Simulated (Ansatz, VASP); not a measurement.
# Sr: VASP beside Ansatz

INCAR

```
SYSTEM = Sr
PREC = Accurate
ENCUT = 520
EDIFF = 1E-6
ISMEAR = -1
SIGMA = 0.1
LREAL = .False.
LASPH = .True.
NELM = 100
ALGO = Normal
ISIF = 2
LWAVE = .False.
LCHARG = .False.
GGA = B5
ALDAX = 1.0
AGGAX = 1.0
AGGAC = 1.0
ALDAC = 0.0
NBANDS = 11
```

The input KPOINTS:

```
regular mesh
0
Gamma
  15 15 15
  0 0 0
```

File POSCAR:

```
Sr
1.0
    0.0000000000      3.1214071928      3.1214071928
    3.1214071928      0.0000000000      3.1214071928
    3.1214071928      3.1214071928      0.0000000000
Sr
1
Direct
    0.0000000000      0.0000000000      0.0000000000
```

Input for Ansatz:

```yaml
crystal:
  lattice:
    - [0.0, 3.1214071928, 3.1214071928]
    - [3.1214071928, 0.0, 3.1214071928]
    - [3.1214071928, 3.1214071928, 0.0]
  atoms:
    - { symbol: Sr, position: [0.0, 0.0, 0.0] }
hamiltonian:
  xc: blyp
  pseudopotentials:
    kind: paw
    azcp:
      Sr: "pseudopotentials/Sr.paw.azcp"
basis:
  ecutwfc: 420
  fft_grid_basis: typed
kpoints:
  mp_grid: { grid: [15, 15, 15], shift: [0, 0, 0] }
magnetization:
  spin_polarized: false
scf:
  occupations: { method: fermi_dirac, width: 0.1 }
output:
  stress: true
```

Alike in both runs: task single point; functional BLYP; k mesh 15 × 15 × 15; occupations fermi-dirac, width 0.1 eV; no spin polarisation.

```csv
,VASP,Ansatz
version,VASP 6.6.1,Ansatz 0.2.0
potentials or method,"VASP PAW PBE potentials, release 64 (Sr_sv), cutoff 520 eV","plane waves (420 eV) with PAW, scalar-relativistic"
valence electrons in the cell,10,10
```

|  | VASP | Ansatz | Ansatz less VASP |
| --- | --- | --- | --- |
| pressure (GPa) | -0.7 | -0.7 | 0.00 |

VASP's potentials were made for PBE, not for BLYP. With one functional, cell and mesh, what is left measures potentials, basis and numerics.
